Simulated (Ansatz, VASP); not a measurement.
**Al, level by level in two programs**

```
Al
1.0
    -1.59122    1.59122    1.59122
     1.59122   -1.59122    1.59122
     1.59122    1.59122   -1.59122
Al
1
Direct
  0.00000 0.00000 0.00000
```

Single points on this cell with VASP 6.6.1 and Ansatz 0.2.0. Each row is one pair of runs. Alike in all rows: spin: off; smearing: fermi-dirac, width 0.05 eV; VASP's potentials, cutoff: VASP PAW PBE potentials, release 64 (Al), 520 eV; Ansatz's potentials, cutoff: Ansatz PAW, 420 eV.

| level | k mesh | gap on the k mesh at the Fermi level (eV), VASP | gap on the k mesh at the Fermi level (eV), Ansatz | pressure (GPa), VASP | pressure (GPa), Ansatz |
| --- | --- | --- | --- | --- | --- |
| HSE06 | 8 × 8 × 8 | none | none | 3.3 | 3.1 |
| PBE0 | 6 × 6 × 6 | none | none | 3.2 | 3.2 |
| PBEsol-based global hybrid | 6 × 6 × 6 | none | ? | 2.3 | ? |

Task: Fill in what Ansatz gave in row 3.

Result: gap on the k mesh at the Fermi level (eV): none; pressure (GPa): 2.2.

A gap of «none» marks a metal or a gap that the smearing closes.

The k mesh is coarse in some rows, so the values compare programs but aren't converged.
